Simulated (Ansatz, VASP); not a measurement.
**BW16 in VASP and in Ansatz**

```
CELL_PARAMETERS angstrom
6.32000 0.00000 0.00000
0.00000 6.32000 0.00000
0.00000 0.00000 6.32000
ATOMIC_POSITIONS crystal
W 0.01696 0.99043 0.00035
W 0.49710 0.99046 0.00039
W 0.01699 0.51025 0.00035
W 0.00490 0.00241 0.50037
W 0.25699 0.25032 0.24881
W 0.49706 0.51024 0.00039
W 0.50917 0.00246 0.50031
W 0.75702 0.25034 0.19687
W 0.00492 0.49823 0.50037
W 0.25703 0.75036 0.25411
W 0.25706 0.25032 0.75191
W 0.50911 0.49824 0.50032
W 0.75703 0.75033 0.24874
W 0.75704 0.25034 0.80384
W 0.25706 0.75036 0.74660
W 0.75699 0.75033 0.75198
B 0.75702 0.25032 0.50034
```

Alike in both runs: functional LDA; k mesh 3 × 3 × 3; occupations gaussian, width 0.05 eV; no spin polarisation.

Ansatz relaxed the structure, and its values are those at the end. VASP's run is a single point on that final structure, the one shown.

|  | VASP | Ansatz |
| --- | --- | --- |
| version | VASP 6.6.1 | Ansatz 0.2.0 |
| potentials or method | VASP PAW LDA potentials, release 64 (W_sv, B), cutoff 520 eV | scalar-relativistic, plane waves, PAW |
| valence electrons in the cell | 227 | 227 |

|  | VASP | Ansatz | Ansatz less VASP |
| --- | --- | --- | --- |
| rms of the force components (eV/Å) | 0.018 | 0.010 | -0.0079 |

Ansatz warns that its potentials were made for another functional, while VASP's fit it. LDA's correlation is that of Perdew and Zunger in VASP and of Perdew and Wang (1992) in Ansatz.

Neither program's run includes spin-orbit coupling.
